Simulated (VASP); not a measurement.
Here is a VASP 6.6.1 calculation.

INCAR

```
SYSTEM = KCl
PREC = Accurate
ENCUT = 600
EDIFF = 1E-6
ISMEAR = -1
SIGMA = 0.05
LREAL = .FALSE.
LASPH = .TRUE.
NELM = 80
ALGO = Normal
ISIF = 3
LWAVE = .FALSE.
LCHARG = .FALSE.
GGA = PS
IBRION = 2
NSW = 80
EDIFFG = -0.005
PSTRESS = 200.0
```

KPOINTS

```
regular mesh
0
G
  7 7 7
  0 0 0
```

The input POSCAR:

```
KCl
1.0
    3.8391960000      0.0000000000      0.0000000000
    0.0000000000      3.8391960000      0.0000000000
    0.0000000000      0.0000000000      3.8391960000
K Cl
1 1
Direct
    0.0000000000      0.0000000000      0.0000000000
    0.5000000000      0.5000000000      0.5000000000
```

Potentials or basis: VASP PAW PBE potentials, release 64 (K_sv, Cl).

Launch:

```console
$ cat potpaw_PBE.64/K_sv/POTCAR potpaw_PBE.64/Cl/POTCAR > POTCAR
$ mpirun -np 1 vasp_std > vasp.out
```

**Question.** What does it give for the relaxed cell?

**Answer.** a = 3.311 Å, b = 3.311 Å, c = 3.311 Å, α = 90.00°, β = 90.00°, γ = 90.00°.

**Question.** What does it give for the relaxed volume?

**Answer.** 18.15 Å³/atom.

Final structure:
```xyz
2
Lattice="3.3111 0.0000 0.0000 0.0000 3.3111 0.0000 0.0000 0.0000 3.3111" Properties=species:S:1:pos:R:3 pbc="T T T"
K     0.0000    0.0000    0.0000
Cl    1.6555    1.6555    1.6555
```

Caveat: the cell is relaxed towards a set pressure, so the enthalpy falls and the energy may rise; the volume moved by over 15 % at a fixed basis, so the end points are rough; the PAW data sets were made with another functional, which shifts forces and pressure a little.
